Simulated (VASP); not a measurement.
# FeO (R-3m) in VASP: notebook

The runs below take FeO through single point, with PBEsol.

Everything below comes from runs of VASP 6.6.1. Logs are shortened: lines on timing, memory, paths and dates and some standing lists are left out, and cuts for length are marked.

### Step 1. The cell of the first run

It takes space group R-3m (No. 166, trigonal). Conventional cell: a = 3.097 Å, b = 3.097 Å, c = 7.707 Å, α = 90.00°, β = 90.00°, γ = 120.00°. Fe (site symmetry -3m) has 6 O at 2.20 Å within 2.9 Å. O (site symmetry -3m) has 6 Fe at 2.20 Å within 2.9 Å.

### Step 2. Single point, PBEsol, collinear spin, ferromagnetic start

File INCAR:

```
SYSTEM = FeO
PREC     = Accurate       ! precision mode
ENCUT    = 700            ! plane-wave cutoff, eV
EDIFF    = 1E-6           ! SCF threshold, eV
ISMEAR   = -1             ! smearing method
SIGMA    = 0.05           ! smearing width, eV
LREAL    = .False.        ! projectors in reciprocal space
LASPH    = .True.         ! aspherical terms in the spheres
NELM     = 200            ! most SCF steps
ALGO     = Normal         ! electronic algorithm
ISIF     = 2              ! what is computed and relaxed
LWAVE    = .False.        ! write WAVECAR
LCHARG   = .True.         ! write CHGCAR
ISPIN    = 2              ! spin polarisation
MAGMOM   = 3 0            ! initial moments
LORBIT   = 11             ! projections on sites
LMAXMIX  = 4              ! l up to which the mixer works
GGA      = PS             ! functional
LELF     = .True.         ! ELF
LVHAR    = .True.       
NBANDS   = 22             ! bands
GGA_COMPAT= .False.
```

File KPOINTS:

```
regular mesh
0
Gamma
  11 11 11
  0 0 0
```

File POSCAR:

```
FeO
1.0
    1.5486092669      0.8940899771      2.5689933065
   -1.5486092669      0.8940899771      2.5689933065
    0.0000000000     -1.7881799543      2.5689933065
Fe O
1 1
Direct
    0.0000000000      0.0000000000      0.0000000000
    0.5000000000      0.5000000000      0.5000000000
```

Potentials or basis: VASP PAW PBE potentials, release 64 (Fe_sv, O).

Started as:

```console
$ cat potpaw_PBE.64/Fe_sv/POTCAR potpaw_PBE.64/O/POTCAR > POTCAR
$ mpirun -np 1 vasp_std > vasp.out
```

OUTCAR:

```text
SYSTEM = FeO
   PREC = Accurate
   ENCUT = 700
   EDIFF = 1E-6
   ISMEAR = -1
   LREAL = .False.
   LASPH = .True.
   NELM = 200
   ISIF = 2
   ISPIN = 2
   LORBIT = 11
   GGA = PS

 ion  position               nearest neighbor table
   1  0.000  0.000  0.000-   2 2.20   2 2.20   2 2.20   2 2.20   2 2.20   2 2.20
   2  0.500  0.500  0.500-   1 2.20   1 2.20   1 2.20   1 2.20   1 2.20   1 2.20

  LATTYP: Found a trigonal (rhomboedric) cell.
 ALAT       =     3.1300661586
 COS(alpha) =     0.5104391626

  Lattice vectors:

 A1 = (   1.5486092669,   0.8940899771,   2.5689933065)
 A2 = (  -1.5486092669,   0.8940899771,   2.5689933065)
 A3 = (   0.0000000000,  -1.7881799543,   2.5689933065)

Analysis of symmetry for initial positions (statically):
=====================================================================
 Subroutine PRICEL returns:
 Original cell was already a primitive cell.

 Routine SETGRP: Setting up the symmetry group for a
 trigonal (rhombohedral) supercell.

 Subroutine GETGRP returns: Found 12 space group operations
 (whereof 12 operations were pure point group operations)
 out of a pool of 12 trial point group operations.

The static configuration has the point symmetry D_3d.

Analysis of symmetry for dynamics (positions and initial velocities):
=====================================================================
 Subroutine PRICEL returns:
 Original cell was already a primitive cell.

 Routine SETGRP: Setting up the symmetry group for a
 trigonal (rhombohedral) supercell.

 Subroutine GETGRP returns: Found 12 space group operations
 (whereof 12 operations were pure point group operations)
 out of a pool of 12 trial point group operations.

The dynamic configuration has the point symmetry D_3d.

Analysis of structural, dynamic, and magnetic symmetry:
=====================================================================
 Subroutine PRICEL returns:
 Original cell was already a primitive cell.

 Routine SETGRP: Setting up the symmetry group for a
 trigonal (rhombohedral) supercell.

 Subroutine GETGRP returns: Found 12 space group operations
 (whereof 12 operations were pure point group operations)
 out of a pool of 12 trial point group operations.

The overall configuration has the point symmetry D_3d.

 Subroutine INISYM returns: Found 12 space group operations
 (whereof 12 operations are pure point group operations),
 and found     1 'primitive' translations

----------------------------------------------------------------------------------------

                                     Primitive cell

  volume of cell :      21.3421

  direct lattice vectors                    reciprocal lattice vectors
     1.548609267  0.894089977  2.568993306     0.322870340  0.186409278  0.129752511
    -1.548609267  0.894089977  2.568993306    -0.322870340  0.186409278  0.129752511
     0.000000000 -1.788179954  2.568993306     0.000000000 -0.372818555  0.129752511

  length of vectors
     3.130066159  3.130066159  3.130066159     0.394752314  0.394752314  0.394752314

  position of ions in fractional coordinates (direct lattice)
     0.000000000  0.000000000  0.000000000
     0.500000000  0.500000000  0.500000000

  ion indices of the primitive-cell ions
   primitive index   ion index
                 1           1
                 2           2

----------------------------------------------------------------------------------------

 KPOINTS: regular mesh

Automatic generation of k-mesh.
 Grid dimensions read from file:
 generate k-points for:   11   11   11

 Generating k-lattice:

  Cartesian coordinates                     Fractional coordinates (reciprocal lattice)
     0.029351849  0.016946298  0.011795683     0.090909091 -0.000000000  0.000000000
    -0.029351849  0.016946298  0.011795683    -0.000000000  0.090909091  0.000000000
     0.000000000 -0.033892596  0.011795683     0.000000000  0.000000000  0.090909091

  Length of vectors
     0.035886574  0.035886574  0.035886574

  Shift w.r.t. Gamma in fractional coordinates (k-lattice)
     0.000000000  0.000000000  0.000000000

 Subroutine IBZKPT returns following result:
 ===========================================

 Found    146 irreducible k-points:

 Following reciprocal coordinates:
            Coordinates               Weight
  0.000000  0.000000  0.000000      1.000000
  0.090909  0.000000 -0.000000      6.000000
  0.181818 -0.000000  0.000000      6.000000
  0.272727  0.000000  0.000000      6.000000
  0.363636  0.000000  0.000000      6.000000
  0.454545 -0.000000 -0.000000      6.000000
[... 16 lines left out ...]
 -0.272727  0.181818 -0.000000     12.000000
 -0.181818  0.181818  0.000000      6.000000
 [... further k-points ...]
   k-points           NKPTS =    146   k-points in BZ     NKDIM =    146   number of bands    NBANDS=     22
   number of dos      NEDOS =    301   number of ions     NIONS =      2
   total plane-waves  NPLWV =  21952
   dimension x,y,z NGX =    28 NGY =   28 NGZ =   28
   dimension x,y,z NGXF=    56 NGYF=   56 NGZF=   56
   ions per type =               1   1
   NGX,Y,Z   is equivalent  to a cutoff of  14.87, 14.87, 14.87 a.u.
   NGXF,Y,Z  is equivalent  to a cutoff of  29.74, 29.74, 29.74 a.u.
 SYSTEM =  FeO
   PREC   = accura    normal or accurate (medium, high low for compatibility)
   ISTART =      0    job   : 0-new  1-cont  2-samecut
   ICHARG =      2    charge: 1-file 2-atom 10-const
   ISPIN  =      2    spin polarized calculation?
   LNONCOLLINEAR =      F non collinear calculations
   LSORBIT =      F    spin-orbit coupling
   LASPH  =      T    aspherical Exc in radial PAW
   ENCUT  =  700.0 eV  51.45 Ry    7.17 a.u.   6.75  6.75  6.75*2*pi/ulx,y,z
   NELM   =    200;   NELMIN=  2; NELMDL= -5     # of ELM steps
   EDIFF  = 0.1E-05   stopping-criterion for ELM
   LREAL  =      F    real-space projection
   EDIFFG = 0.1E-04   stopping-criterion for IOM
   NSW    =      0    number of steps for IOM
   IBRION =     -1    ionic relax: 0-MD 1-quasi-New 2-CG
   NFREE  =      0    steps in history (QN), initial steepest desc. (CG)
   ISIF   =      2    stress and relaxation
   ISYM   =      2    0-nonsym 1-usesym 2-fastsym
   POTIM  = 0.5000    time-step for ionic-motion
   TEBEG  =    0.0;   TEEND  =   0.0 temperature during run
   PSTRESS=    0.0 pullay stress
   NELECT =      22.0000    total number of electrons
   NUPDOWN=      -1.0000    fix difference up-down
   EMIN   =  10.00;   EMAX   =-10.00  energy-range for DOS
   EFERMI =   0.00;   METHOD = LEGACY
   ISMEAR =    -1;   SIGMA  =   0.05  broadening in eV -4-tet -1-fermi 0-gaus
   EFERMI_NEDOS =   21; number of points for ismear=-14 and -15
   IALGO  =     38    algorithm
   IMIX   =      4    mixing-type and parameters
     AMIX     =   0.40;   BMIX     =  1.00
     AMIX_MAG =   1.60;   BMIX_MAG =  1.00
  volume/ion in A,a.u.               =      10.67        72.01
  Fermi-wavevector in a.u.,A,eV,Ry     =   1.653750  3.125135 37.210442  2.734890
  Thomas-Fermi vector in A             =   2.742135
   LORBIT       =     11    0 simple, 1 ext, 2 COOP (PROOUT), +10 PAW based schemes
   GGA     = PS    functional components
   LHFCALC =     F    Hartree Fock is set to
   AEXX    =    0.0000 exact exchange contribution
   IVDW    =     0    specifies the selected vdW correction
   LEPSILON=     F    determine dielectric tensor
   LRPA    =     F    only Hartree local field effects (RPA)
 spin polarized calculation
  energy-cutoff  :      700.00
  volume of cell :       21.34
 maximum number of plane-waves:       911
   NGX = 13   NGY = 13   NGZ = 13

 number of electron      22.0000003 magnetization       4.0016924

 Free energy of the ion-electron system (eV)
  ---------------------------------------------------
  ext. energy  EPLUGINS =         0.00000000
  ---------------------------------------------------
  free energy    TOTEN  =       -15.83734939 eV

  energy without entropy =      -15.82468876  energy(sigma->0) =      -15.83101907

 E-fermi :   8.7902     XC(G=0): -12.4121

 val. band max:        8.7891404496   @ k =  -0.4545   0.1818   0.0000
 cond. band min:       8.7919577924   @ k =   0.2727   0.0909   0.0909
 fundamental gap:      0.0028173428
 Fermi energy:         8.7902308398

 spin component 1

 k-point     1 :       0.0000    0.0000    0.0000
  band No.  band energies     occupation
      1     -80.8515      1.00000
      2     -47.0153      1.00000
      3     -47.0011      1.00000
      4     -47.0011      1.00000
      5     -11.4561      1.00000
      6       4.9292      1.00000
[... 14 lines left out ...]
     21      28.1839      0.00000
     22      31.4454      0.00000
[... 552 lines left out ...]
  band No.  band energies     occupation
      1     -80.8488      1.00000
      2     -47.0239      1.00000
      3     -47.0204      1.00000
      4     -47.0080      1.00000
      5     -10.8142      1.00000
      6       1.7946      1.00000
[... 14 lines left out ...]
     21      34.0583      0.00000
     22      35.7923      0.00000

 [... further k-points ...]

 spin component 2

 k-point     1 :       0.0000    0.0000    0.0000
  band No.  band energies     occupation
      1     -76.7374      1.00000
      2     -42.9795      1.00000
      3     -42.9794      1.00000
      4     -42.9794      1.00000
      5     -10.9288      1.00000
      6       5.5866      1.00000
[... 14 lines left out ...]
     21      29.6937      0.00000
     22      32.5652      0.00000
[... 552 lines left out ...]
  band No.  band energies     occupation
      1     -76.7342      1.00000
      2     -43.0082      1.00000
      3     -42.9911      1.00000
      4     -42.9826      1.00000
      5     -10.2757      1.00000
      6       2.6593      1.00000
[... 14 lines left out ...]
     21      34.8979      0.00000
     22      36.5239      0.00000

 [... further k-points ...]

------------------------ aborting loop because EDIFF is reached ----------------------------------------

  FORCE on cell =-STRESS in cart. coord.  units (eV):
  Direction    XX          YY          ZZ          XY          YZ          ZX
  --------------------------------------------------------------------------------------
  -------------------------------------------------------------------------------------
  Total       -2.4520871     -2.4520871     -2.5976495      0.0000000      0.0000000     -0.0000000
  in kB     -184.0810863   -184.0810863   -195.0086289      0.0000000      0.0000000     -0.0000000
  external PRESSURE =    -187.7236005 kB  Pullay stress =       0.0000000 kB

 VOLUME and BASIS-vectors are now :
 -----------------------------------------------------------------------------
  energy-cutoff  :      700.00
  volume of cell :       21.34
      direct lattice vectors                 reciprocal lattice vectors
     1.548609267  0.894089977  2.568993306     0.322870340  0.186409278  0.129752511
    -1.548609267  0.894089977  2.568993306    -0.322870340  0.186409278  0.129752511
     0.000000000 -1.788179954  2.568993306     0.000000000 -0.372818555  0.129752511

 POSITION                                       TOTAL-FORCE (eV/Angst)
 -----------------------------------------------------------------------------------
      0.00000      0.00000      0.00000        -0.000000      0.000000      0.000000
      0.00000     -0.00000      3.85349         0.000000     -0.000000      0.000000
 -----------------------------------------------------------------------------------
    total drift:                                0.000000      0.000000      0.000000

  FREE ENERGIE OF THE ION-ELECTRON SYSTEM (eV)
  ---------------------------------------------------
  free  energy   TOTEN  =       -15.8373493874 eV

  energy  without entropy=      -15.8246887619  energy(sigma->0) =      -15.83101907

 total charge

# of ion       s       p       d       tot
------------------------------------------
    1        2.099   5.991   5.495  13.585
    2        1.547   3.385   0.000   4.932
--------------------------------------------------
tot          3.646   9.376   5.495  18.517

 magnetization (x)

# of ion       s       p       d       tot
------------------------------------------
    1        0.015   0.009   3.448   3.472
    2        0.028   0.258   0.000   0.286
--------------------------------------------------
tot          0.043   0.267   3.448   3.758
```

Wall time 4.2 min (1 thread of Intel Xeon Platinum 8175M at 2.50GHz (Skylake/Cascade Lake), shared host); peak memory 0.29 GiB.

What came out:

| Property | Result |
| --- | --- |
| Free energy | -15.8373 eV |
| Pressure | -18.8 GPa |
| Band gap on the k mesh | zero (filled and empty bands overlap) |
| Net moment | 4.00 μB per cell |
| Site moments | Fe +3.47; O +0.29 μB |
| Valence electrons inside the program's atomic spheres | Fe 13.59; O 4.93 |

Caveat: the cell stands under tension; the PAW data sets were made with another functional, which shifts forces and pressure a little; a cell with one magnetic atom can't hold antiferromagnetic order, which such compounds often take; semilocal functionals often make such compounds metallic where correlation or magnetic order opens a gap, which also shifts bond lengths.

### Step 3. Single point, PBEsol, collinear spin, ferromagnetic start

This run uses another cell than the first one, of 9.66 Å³/atom.

File INCAR:

```
ALGO = Normal
EDIFF = 1E-6
ENCUT = 700
GGA = PS
GGA_COMPAT = False
ISIF = 2
ISMEAR = -1
ISPIN = 2
LASPH = True
LCHARG = False
LMAXMIX = 4
LORBIT = 11
LREAL = False
LWAVE = False
MAGMOM = 3 0
NBANDS = 22
NELM = 200
PREC = Accurate
SIGMA = 0.05
```

File KPOINTS:

```
k-points
0
Gamma
  11 11 11
```

File POSCAR:

```
FeO
1.0
    1.4982937792      0.8650403168      2.4855247686
   -1.4982937792      0.8650403168      2.4855247686
    0.0000000000     -1.7300806335      2.4855247686
Fe O
1 1
Direct
    0.0000000000      0.0000000000      0.0000000000
    0.5000000000      0.5000000000      0.5000000000
```

Potentials or basis: VASP PAW PBE potentials, release 64 (Fe_sv, O).

Started as:

```console
$ cat potpaw_PBE.64/Fe_sv/POTCAR potpaw_PBE.64/O/POTCAR > POTCAR
$ mpirun -np 1 vasp_std > vasp.out
```

Wall time 4.2 min (1 thread of Intel Xeon Platinum 8259CL at 2.50GHz (Skylake/Cascade Lake), shared host); peak memory 0.28 GiB.

The run converged. Its results:

| Item | Value |
| --- | --- |
| Free energy | -15.9751 eV |
| Pressure | -3.1 GPa |
| Band gap on the k mesh | zero (filled and empty bands overlap) |
| Net moment | 4.00 μB per cell |
| Site moments | Fe +3.46; O +0.31 μB |
| Valence electrons inside the program's atomic spheres | Fe 13.62; O 4.98 |

Stress tensor (GPa, compression positive):
```
-2.80  0.00  0.00
 0.00 -2.80  0.00
 0.00  0.00 -3.72
```

Levels at points of the mesh, in eV from the Fermi level:
Spin up:
| k point | band 11 | band 12 | band 13 | band 14 | band 15 | band 16 |
| --- | --- | --- | --- | --- | --- | --- |
| (0.00, 0.00, 0.00) | -3.90 | -3.67 | -3.67 | 0.14 | 15.14 | 16.82 |
Spin down:
| k point | band 6 | band 7 | band 8 | band 9 | band 10 | band 11 | band 12 | band 13 |
| --- | --- | --- | --- | --- | --- | --- | --- | --- |
| (0.00, 0.00, 0.00) | -3.50 | -3.39 | -3.39 | -0.86 | -0.76 | -0.76 | 0.12 | 0.12 |

Caveat: the cell stands under tension; the PAW data sets were made with another functional, which shifts forces and pressure a little; a cell with one magnetic atom can't hold antiferromagnetic order, which such compounds often take; semilocal functionals often make such compounds metallic where correlation or magnetic order opens a gap, which also shifts bond lengths. With open d or f shells a metallic result of PBEsol can be an artefact of self-interaction; +U or a hybrid may open a gap.
